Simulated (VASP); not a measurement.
# CdS (P6_3mc) in VASP: relaxation of cell and atoms with LDA

Aim: the relaxation of cell and atoms of CdS with LDA.

All numbers are computed with VASP 6.6.1; they aren't measurements. Logs are shortened: lines on timing, memory, paths and dates and some standing lists are left out, and cuts for length are marked.

### Step 1. The cell of the first run

Symmetry: P6_3mc, No. 186, hexagonal system. Conventional cell: a = 4.197 Å, b = 4.197 Å, c = 6.828 Å, α = 90.00°, β = 90.00°, γ = 120.00°. Within 3.4 Å of Cd (site symmetry 3m) lie 4 S at 2.57 Å. Within 3.4 Å of S (site symmetry 3m) lie 4 Cd at 2.57 Å.

### Step 2. Relaxation of cell and atoms, LDA

Contents of INCAR:

```
SYSTEM = CdS
  ALGO = Normal
  EDIFF = 1E-7
  EDIFFG = -0.005
  ENCUT = 630
  GGA = CA
  GGA_COMPAT = .FALSE.
  IBRION = 2
  ISIF = 3
  ISMEAR = -1
  LASPH = .TRUE.
  LCHARG = .FALSE.
  LREAL = .FALSE.
  LWAVE = .FALSE.
  NELM = 120
  NELMIN = 4
  NSW = 80
  PREC = Accurate
  SIGMA = 0.02
```

Contents of KPOINTS:

```
k-points
0
G
  6 6 4
  0 0 0
```

Contents of POSCAR:

```
CdS
1.0
    4.1969590536      0.0000000000      0.0000000000
   -2.0984795268      3.6346731591      0.0000000000
    0.0000000000      0.0000000000      6.8279107376
Cd S
2 2
Direct
    0.3333333333      0.6666666667     -0.0008015501
    0.6666666667      0.3333333333      0.4991984499
    0.3333333333      0.6666666667      0.3758015501
    0.6666666667      0.3333333333      0.8758015501
```

Potentials or basis: VASP PAW LDA potentials, release 64 (Cd_sv_GW, S).

Command:

```bash
cat potpaw_LDA.64/Cd_sv_GW/POTCAR potpaw_LDA.64/S/POTCAR > POTCAR
mpirun -np 1 vasp_std > vasp.out
```

OUTCAR:

```text
SYSTEM = CdS
   EDIFF = 1E-7
   EDIFFG = -0.005
   ENCUT = 630
   GGA = CA
   IBRION = 2
   ISIF = 3
   ISMEAR = -1
   LASPH = .TRUE.
   LREAL = .FALSE.
   NELM = 120
   NELMIN = 4
   NSW = 80
   PREC = Accurate

 ion  position               nearest neighbor table
   1  0.333  0.667  0.999-   4 2.57   4 2.57   4 2.57   3 2.57
   2  0.667  0.333  0.499-   3 2.57   3 2.57   3 2.57   4 2.57
   3  0.333  0.667  0.376-   2 2.57   2 2.57   2 2.57   1 2.57
   4  0.667  0.333  0.876-   1 2.57   1 2.57   1 2.57   2 2.57

  LATTYP: Found a hexagonal cell.
 ALAT       =     4.1969590536
 C/A-ratio  =     1.6268709440

  Lattice vectors:

 A1 = (   4.1969590536,   0.0000000000,   0.0000000000)
 A2 = (  -2.0984795268,   3.6346731591,   0.0000000000)
 A3 = (   0.0000000000,   0.0000000000,   6.8279107376)

Analysis of symmetry for initial positions (statically):
=====================================================================
 Subroutine PRICEL returns:
 Original cell was already a primitive cell.

 Routine SETGRP: Setting up the symmetry group for a
 hexagonal supercell.

 Subroutine GETGRP returns: Found 12 space group operations
 (whereof  6 operations were pure point group operations)
 out of a pool of 24 trial point group operations.

The static configuration has the point symmetry C_3v.
 The point group associated with its full space group is C_6v.

Analysis of symmetry for dynamics (positions and initial velocities):
=====================================================================
 Subroutine PRICEL returns:
 Original cell was already a primitive cell.

 Routine SETGRP: Setting up the symmetry group for a
 hexagonal supercell.

 Subroutine GETGRP returns: Found 12 space group operations
 (whereof  6 operations were pure point group operations)
 out of a pool of 24 trial point group operations.

The dynamic configuration has the point symmetry C_3v.
 The point group associated with its full space group is C_6v.

 Subroutine INISYM returns: Found 12 space group operations
 (whereof  6 operations are pure point group operations),
 and found     1 'primitive' translations

----------------------------------------------------------------------------------------

                                     Primitive cell

  volume of cell :     104.1569

  direct lattice vectors                    reciprocal lattice vectors
     4.196959054  0.000000000  0.000000000     0.238267752  0.137563951  0.000000000
    -2.098479527  3.634673159  0.000000000     0.000000000  0.275127902  0.000000000
     0.000000000  0.000000000  6.827910738     0.000000000  0.000000000  0.146457685

  length of vectors
     4.196959054  4.196959054  6.827910738     0.275127902  0.275127902  0.146457685

  position of ions in fractional coordinates (direct lattice)
     0.333333333  0.666666667  0.999198450
     0.666666667  0.333333333  0.499198450
     0.333333333  0.666666667  0.375801550
     0.666666667  0.333333333  0.875801550

  ion indices of the primitive-cell ions
   primitive index   ion index
                 1           1
                 2           2
                 3           3
                 4           4

----------------------------------------------------------------------------------------

 KPOINTS: k-points

Automatic generation of k-mesh.
 Grid dimensions read from file:
 generate k-points for:    6    6    4

 Generating k-lattice:

  Cartesian coordinates                     Fractional coordinates (reciprocal lattice)
     0.039711292  0.022927325  0.000000000     0.166666667 -0.000000000  0.000000000
     0.000000000  0.045854650  0.000000000     0.000000000  0.166666667  0.000000000
     0.000000000  0.000000000  0.036614421     0.000000000  0.000000000  0.250000000

  Length of vectors
     0.045854650  0.045854650  0.036614421

  Shift w.r.t. Gamma in fractional coordinates (k-lattice)
     0.000000000  0.000000000  0.000000000

 Subroutine IBZKPT returns following result:
 ===========================================

 Found     21 irreducible k-points:

 Following reciprocal coordinates:
            Coordinates               Weight
  0.000000  0.000000  0.000000      1.000000
  0.166667 -0.000000  0.000000      6.000000
  0.333333  0.000000  0.000000      6.000000
  0.500000 -0.000000  0.000000      3.000000
  0.166667  0.166667  0.000000      6.000000
  0.333333  0.166667  0.000000     12.000000
[... 13 lines left out ...]
  0.333333  0.166667  0.500000     12.000000
  0.333333  0.333333  0.500000      2.000000
   k-points           NKPTS =     21   k-points in BZ     NKDIM =     21   number of bands    NBANDS=     31
   number of dos      NEDOS =    301   number of ions     NIONS =      4
   total plane-waves  NPLWV =  72576
   dimension x,y,z NGX =    36 NGY =   36 NGZ =   56
   dimension x,y,z NGXF=    72 NGYF=   72 NGZF=  112
   ions per type =               2   2
   NGX,Y,Z   is equivalent  to a cutoff of  14.26, 14.26, 13.63 a.u.
   NGXF,Y,Z  is equivalent  to a cutoff of  28.52, 28.52, 27.27 a.u.
 SYSTEM =  CdS
   PREC   = accura    normal or accurate (medium, high low for compatibility)
   ISTART =      0    job   : 0-new  1-cont  2-samecut
   ICHARG =      2    charge: 1-file 2-atom 10-const
   ISPIN  =      1    spin polarized calculation?
   LNONCOLLINEAR =      F non collinear calculations
   LSORBIT =      F    spin-orbit coupling
   LASPH  =      T    aspherical Exc in radial PAW
   ENCUT  =  630.0 eV  46.30 Ry    6.80 a.u.   8.59  8.59 13.97*2*pi/ulx,y,z
   NELM   =    120;   NELMIN=  4; NELMDL= -5     # of ELM steps
   EDIFF  = 0.1E-06   stopping-criterion for ELM
   LREAL  =      F    real-space projection
   EDIFFG = -.5E-02   stopping-criterion for IOM
   NSW    =     80    number of steps for IOM
   IBRION =      2    ionic relax: 0-MD 1-quasi-New 2-CG
   NFREE  =      1    steps in history (QN), initial steepest desc. (CG)
   ISIF   =      3    stress and relaxation
   ISYM   =      2    0-nonsym 1-usesym 2-fastsym
   POTIM  = 0.5000    time-step for ionic-motion
   TEBEG  =    0.0;   TEEND  =   0.0 temperature during run
   PSTRESS=    0.0 pullay stress
   NELECT =      52.0000    total number of electrons
   NUPDOWN=      -1.0000    fix difference up-down
   EMIN   =  10.00;   EMAX   =-10.00  energy-range for DOS
   EFERMI =   0.00;   METHOD = LEGACY
   ISMEAR =    -1;   SIGMA  =   0.02  broadening in eV -4-tet -1-fermi 0-gaus
   EFERMI_NEDOS =   21; number of points for ismear=-14 and -15
   IALGO  =     38    algorithm
   IMIX   =      4    mixing-type and parameters
     AMIX     =   0.40;   BMIX     =  1.00
     AMIX_MAG =   1.60;   BMIX_MAG =  1.00
  volume/ion in A,a.u.               =      26.04       175.72
  Fermi-wavevector in a.u.,A,eV,Ry     =   1.298713  2.454212 22.948353  1.686656
  Thomas-Fermi vector in A             =   2.430024
   LORBIT       =      0    0 simple, 1 ext, 2 COOP (PROOUT), +10 PAW based schemes
   GGA     = CA    functional components
   LHFCALC =     F    Hartree Fock is set to
   AEXX    =    0.0000 exact exchange contribution
   IVDW    =     0    specifies the selected vdW correction
   LEPSILON=     F    determine dielectric tensor
   LRPA    =     F    only Hartree local field effects (RPA)
 conjugate gradient relaxation of ions
 non-spin polarized calculation
  energy-cutoff  :      630.00
  volume of cell :      104.16
 maximum number of plane-waves:      3777
 NGX is ok and might be reduce to    36
   NGX = 17   NGY = 17   NGZ = 27

--------------------------------------- Ionic step        1  -------------------------------------------

 number of electron      52.0000000 magnetization

 Free energy of the ion-electron system (eV)
  ---------------------------------------------------
  ext. energy  EPLUGINS =         0.00000000
  ---------------------------------------------------
  free energy    TOTEN  =       -14.76163755 eV

  energy without entropy =      -14.76163755  energy(sigma->0) =      -14.76163755

------------------------ aborting loop because EDIFF is reached ----------------------------------------

  FORCE on cell =-STRESS in cart. coord.  units (eV):
  Direction    XX          YY          ZZ          XY          YZ          ZX
  --------------------------------------------------------------------------------------
  -------------------------------------------------------------------------------------
  Total       -3.1873675     -3.1873675     -3.1720640      0.0000000      0.0000000      0.0000000
  in kB      -49.0291981    -49.0291981    -48.7937942      0.0000000      0.0000000      0.0000000
  external PRESSURE =     -48.9507302 kB  Pullay stress =       0.0000000 kB
[... 23 lines left out ...]
  energy  without entropy=      -14.7616375493  energy(sigma->0) =      -14.76163755

--------------------------------------- Ionic step        2  -------------------------------------------

 number of electron      52.0000016 magnetization

 E-fermi :   3.9363     XC(G=0): -10.0366

 val. band max:        3.3561364406   @ k =   0.0000   0.0000   0.0000
 cond. band min:       4.4718605418   @ k =   0.0000   0.0000   0.0000
 fundamental gap:      1.1157241012
 Fermi energy:         3.9362878960

 k-point     1 :       0.0000    0.0000    0.0000
  band No.  band energies     occupation
      1     -97.5506      2.00000
      2     -97.5506      2.00000
      3     -58.9413      2.00000
      4     -58.9411      2.00000
      5     -58.9411      2.00000
      6     -58.9409      2.00000
[... 772 lines left out ...]
  FREE ENERGIE OF THE ION-ELECTRON SYSTEM (eV)
  ---------------------------------------------------
  free  energy   TOTEN  =       -14.9028620308 eV

  energy  without entropy=      -14.9028620308  energy(sigma->0) =      -14.90286203

[... ionic steps 4 to 8 ...]

--------------------------------------- Ionic step        9  -------------------------------------------

 number of electron      52.0000004 magnetization

------------------------ aborting loop because EDIFF is reached ----------------------------------------

  FORCE on cell =-STRESS in cart. coord.  units (eV):
  Direction    XX          YY          ZZ          XY          YZ          ZX
  --------------------------------------------------------------------------------------
  -------------------------------------------------------------------------------------
  Total       -0.0233092     -0.0233092     -0.0006096      0.0000000      0.0000000      0.0000000
  in kB       -0.3906652     -0.3906652     -0.0102162      0.0000000      0.0000000      0.0000000
  external PRESSURE =      -0.2638489 kB  Pullay stress =       0.0000000 kB
[... 61 lines left out ...]
  energy  without entropy=      -14.9028376301  energy(sigma->0) =      -14.90283763

--------------------------------------- Ionic step       11  -------------------------------------------

 number of electron      52.0000004 magnetization

 Free energy of the ion-electron system (eV)
  ---------------------------------------------------
  ext. energy  EPLUGINS =         0.00000000
  ---------------------------------------------------
  free energy    TOTEN  =       -14.90287349 eV

  energy without entropy =      -14.90287349  energy(sigma->0) =      -14.90287349

 E-fermi :   3.5165     XC(G=0):  -9.8881

 val. band max:        3.0151427814   @ k =   0.0000   0.0000   0.0000
 cond. band min:       4.0611629191   @ k =   0.0000   0.0000   0.0000
 fundamental gap:      1.0460201377
 Fermi energy:         3.5165012140

 k-point     1 :       0.0000    0.0000    0.0000
  band No.  band energies     occupation
      1     -97.8124      2.00000
      2     -97.8123      2.00000
      3     -59.2018      2.00000
      4     -59.2016      2.00000
      5     -59.2016      2.00000
      6     -59.2014      2.00000
[... 734 lines left out ...]
  FREE ENERGIE OF THE ION-ELECTRON SYSTEM (eV)
  ---------------------------------------------------
  free  energy   TOTEN  =       -14.9028734902 eV

  energy  without entropy=      -14.9028734902  energy(sigma->0) =      -14.90287349

 reached required accuracy - stopping structural energy minimisation
```

Wall time 8.5 min (1 thread of Intel Xeon Platinum 8375C at 2.90GHz (Ice Lake), shared host); peak memory 0.26 GiB.

What came out:

```
Free energy                           : -14.9029 eV
Relaxed volume                        : 23.89 Å³/atom
Relaxed cell                          : a = 4.078 Å, b = 4.078 Å, c = 6.636 Å, α = 90.00°, β = 90.00°, γ = 120.00°
Space group after relaxing (to 0.1 Å) : P6_3mc (No. 186)
Energy gained by relaxing             : 35.3 meV/atom
Ionic steps                           : 11
Pressure after relaxing               : 0.0 GPa
Band gap on the k mesh                : 1.05 eV
```

Forces on the atoms (eV/Å):
```
Cd   0.000  0.000  0.002
Cd   0.000  0.000  0.002
S    0.000  0.000 -0.002
S    0.000  0.000 -0.002
```

The path:
```csv
step,energy change (eV),largest force (eV/Å),pressure (GPa),volume (Å³)
1,0.0000,0.0006,-4.90,104.16
2,-0.1207,0.0113,2.29,92.62
3,-0.1412,0.0065,0.01,95.57
4,-0.1412,0.0062,-0.12,95.73
5,-0.1412,0.0026,-0.11,95.73
6,-0.1412,0.0015,-0.11,95.72
7,-0.1412,0.0014,-0.10,95.71
8,-0.1412,0.0006,-0.08,95.67
9,-0.1412,0.0009,-0.03,95.59
10,-0.1412,0.0042,0.09,95.44
11,-0.1412,0.0020,0.01,95.56
```

Final structure:
```cif
data_structure
_symmetry_space_group_name_H-M 'P 1'
_symmetry_Int_Tables_number 1
_cell_length_a 4.0775
_cell_length_b 4.0775
_cell_length_c 6.6364
_cell_angle_alpha 90.000
_cell_angle_beta 90.000
_cell_angle_gamma 120.000
_cell_volume 95.56
loop_
_atom_site_label
_atom_site_type_symbol
_atom_site_fract_x
_atom_site_fract_y
_atom_site_fract_z
_atom_site_occupancy
Cd1 Cd 0.33333 0.66667 0.99929 1
Cd2 Cd 0.66667 0.33333 0.49929 1
S1 S 0.33333 0.66667 0.37571 1
S2 S 0.66667 0.33333 0.87571 1
```
